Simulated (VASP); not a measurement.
Crystal: NiO2.

```
CELL_PARAMETERS angstrom
2.80385 0.00000 0.00000
-1.40193 2.42821 0.00000
0.00000 0.00000 4.08381
ATOMIC_POSITIONS crystal
Ni 0.00000 0.00000 0.50000
O 0.66667 0.33333 0.68296
O 0.33333 0.66667 0.31704
```

This cell differs from its parent crystal: c/a of the conventional cell at fixed volume 1.4565.

Base run:

* Program: VASP 6.6.1
* Functional: LDA
* Potentials or basis: VASP PAW LDA potentials, release 64 (Ni_sv_GW, O)
* Cutoff: 600 eV
* k mesh: 12 × 12 × 6
* Occupations: gaussian, width 0.05 eV
* Spin: no spin polarisation

Its results: band gap on the k mesh 0.60 eV, indirect (least direct gap 1.16 eV); pressure 25.1 GPa; largest force 3.409 eV/Å.

**Question.** The run is repeated on the same cell with these changes: potentials or basis from VASP PAW LDA potentials, release 64 (Ni_sv_GW, O) to VASP PAW LDA potentials, release 64 (Ni, O); cutoff from 600 eV to 520 eV; further incar settings from ALGO = Normal; EDIFF = 1e-06; NBANDS = 22 to ALGO = Normal; EDIFF = 1e-06; NBANDS = 18; valence electrons from 30 to 22. What comes out?

**Answer.** Band gap on the k mesh 0.58 eV, indirect (least direct gap 1.12 eV); pressure 26.0 GPa; largest force 3.368 eV/Å.

Caveats: forces of over 1 eV/Å act on the atoms, so gaps and moduli don't describe the material at rest.

A k mesh can miss the band edges.
